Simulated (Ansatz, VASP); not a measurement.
**One calculation of TiAl3, two programs**

```
Ti Al
1.0
     2.78139    0.00000    0.00000
     0.00000    4.67107    0.00000
     0.00000    0.00000    4.89340
Ti Al
1 3
Direct
  0.91911 0.50000 0.16317
  0.50000 0.50000 0.66405
  0.50000 0.00000 0.33311
  0.00000 0.00000 0.83967
```

Alike in both runs: task single point; functional PBEsol; k mesh 18 × 10 × 10; occupations gaussian, width 0.15 eV; no spin polarisation.

```csv
,VASP,Ansatz
version,VASP 6.6.1,Ansatz 0.2.0
potentials or method,"VASP PAW PBE potentials, release 64 (Ti_sv, Al), cutoff 520 eV","scalar-relativistic, plane waves, PAW"
valence electrons in the cell,21,21
```

|  | VASP | Ansatz | Ansatz less VASP |
| --- | --- | --- | --- |
| gap on the k mesh at the Fermi level (eV) | none | none | - |
| pressure (GPa) | 0.6 | 0.6 | -0.07 |
| traceless stress, the component that is largest in VASP (GPa) | -1.37 | -1.36 | +0.004 |
| rms of the force components (eV/Å) | 0.378 | 0.377 | -0.0003 |

VASP's potentials were made for PBE, not for PBEsol. Atom by atom the forces differ by 0.001 eV/Å (rms over components). A gap of «none» marks a metal or a gap that the smearing closes.
